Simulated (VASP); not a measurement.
Wanted: the native input for a VASP 6.6.1 run.

```yaml
Task: single point
Functional: r2SCAN
Potentials_or_basis: VASP PAW PBE potentials, release 64 (Ga_d, Sb)
Cutoff: 520 eV
k_mesh: 10 × 10 × 10
Occupations: gaussian, width 0.05 eV
Spin: no spin polarisation
Dipole_correction: no
Further_INCAR_settings: ALGO = Normal; EDIFF = 1e-06; NBANDS = 16
```

Crystal: GaSb.

```xyz
2
Lattice="0.0000 3.0590 3.0590 2.9213 0.0000 3.0590 2.9213 3.0590 0.0000" Properties=species:S:1:pos:R:3 pbc="T T T"
Ga    0.0000    0.0000    0.0000
Sb    4.3820    4.5885    4.5885
```

This cell differs from its parent crystal: strain -0.0450 x Voigt [1, 0, 0, 0, 0, 0].

These files were run (other wordings do the same):

POSCAR

```
GaSb
1.0
    0.0000000000      3.0590000000      3.0590000000
    2.9213450000      0.0000000000      3.0590000000
    2.9213450000      3.0590000000      0.0000000000
Ga Sb
1 1
Direct
    0.0000000000      0.0000000000      0.0000000000
    0.7500000000      0.7500000000      0.7500000000
```

INCAR.step1

```
SYSTEM = GaSb
  PREC = Accurate
  ENCUT = 520
  ISMEAR = 0
  SIGMA = 0.05
  LREAL = .False.
  LASPH = .True.
  NELM = 100
  NBANDS = 16
  GGA = PE
  ALGO = Normal
  EDIFF = 1E-4
  LWAVE = .True.
  LCHARG = .False.
```

INCAR.step2

```
SYSTEM = GaSb
  PREC = Accurate
  ENCUT = 520
  EDIFF = 1E-6
  ISMEAR = 0
  SIGMA = 0.05
  LREAL = .False.
  LASPH = .True.
  NELM = 100
  ALGO = Normal
  ISIF = 2
  LWAVE = .False.
  LCHARG = .True.
  METAGGA = R2SCAN
  LMIXTAU = .True.
  LELF = .True.
  LVHAR = .True.
  NBANDS = 16
  ISTART = 1
```

KPOINTS

```
Automatic mesh
0
Gamma
  10 10 10
  0 0 0
```

Potentials or basis: VASP PAW PBE potentials, release 64 (Ga_d, Sb).

The run is started by

```sh
$ cat potpaw_PBE.64/Ga_d/POTCAR potpaw_PBE.64/Sb/POTCAR > POTCAR
$ cp INCAR.step1 INCAR
$ mpirun -np 1 vasp_std > vasp.out
$ cp INCAR.step2 INCAR
$ mpirun -np 1 vasp_std > vasp.out
```

Results of the run:

```json
{
 "Pressure": "3.3 GPa",
 "Band gap on the k mesh": "0.56 eV (least direct gap 0.61 eV)"
}
```

Caveat: the cell differs from its parent crystal (strain -0.0450 x Voigt [1, 0, 0, 0, 0, 0]); the cell stands under pressure; the PAW data sets were made with another functional, which shifts forces and pressure a little; spin-orbit coupling is left out, which moves the levels of the heavy elements.

Run time: 3.6 min on 1 thread of Intel Xeon 8259CL (shared host), peak memory 0.25 GiB.
